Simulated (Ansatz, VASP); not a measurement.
## Si2GeN: VASP beside Ansatz

```
CELL_PARAMETERS angstrom
3.64942 0.00000 0.00000
0.00000 3.64942 0.00000
0.00000 0.00000 5.18848
ATOMIC_POSITIONS crystal
Si 0.50000 0.00000 0.75750
Si 0.00000 0.50000 0.24250
Ge 0.00000 0.00000 0.50000
N 0.50000 0.50000 0.00000
```

Change from the starting cell: species swapped into the ZnGeAs2 type (P-4m2, No. 115).

Alike in both runs: task single point; functional PBE; k mesh 6 × 6 × 4; occupations gaussian, width 0.1 eV; no spin polarisation.

|  | VASP | Ansatz |
| --- | --- | --- |
| version | VASP 6.6.1 | Ansatz 0.2.0 |
| potentials or method | VASP PAW PBE potentials, release 64 (Si, Ge_d, N), cutoff 520 eV | scalar-relativistic, plane waves, PAW |
| valence electrons in the cell | 27 | 27 |

|  | VASP | Ansatz | Ansatz less VASP |
| --- | --- | --- | --- |
| gap on the k mesh at the Fermi level (eV) | none | none | - |
| pressure (GPa) | -3.3 | -3.2 | +0.10 |
| traceless stress, the component that is largest in VASP (GPa) | -1.72 | -1.69 | +0.030 |
| rms of the force components (eV/Å) | 1.325 | 1.335 | +0.0092 |

Atom by atom the forces differ by 0.009 eV/Å (rms over components). A gap of «none» marks a metal or a gap that the smearing closes. The functional is the same, so the differences come from potentials, cutoffs and numerics.
